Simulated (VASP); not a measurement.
A run of VASP 6.6.1:

The input INCAR:

```
PREC = Accurate
ENCUT = 520
EDIFF = 1E-6
ISMEAR = 0
SIGMA = 0.15
LREAL = False
LASPH = True
NELM = 80
ALGO = Fast
ISIF = 2
LWAVE = False
LCHARG = False
GGA = PS
NBANDS = 21
```

File KPOINTS:

```
regular mesh
0
Gamma
  24 24 14
```

File POSCAR:

```
Ru
1.0
    2.6895239993      0.0000000000      0.0000000000
   -1.3447619996      2.3291961075      0.0000000000
    0.0000000000      0.0000000000      4.0605845098
Ru
2
Direct
    0.3333333333      0.6666666667      0.2500000000
    0.6666666667      0.3333333333      0.7500000000
```

Potentials or basis: VASP PAW PBE potentials, release 64 (Ru_pv).

Launch:

```sh
$ cat potpaw_PBE.64/Ru_pv/POTCAR > POTCAR
$ mpirun -np 1 vasp_std > vasp.out
```

Hardware: 1 thread of Intel(R) Xeon(R) Platinum 8259CL CPU @ 2.50GHz (Skylake/Cascade Lake) (shared host).

Problem. Estimate the wall time of this run.

Solution. Wall time 3.3 min on 1 thread of Intel(R) Xeon(R) Platinum 8259CL CPU @ 2.50GHz (Skylake/Cascade Lake) (shared host), peak memory 0.3 GiB. Counts: scf iterations 13, k points 488.
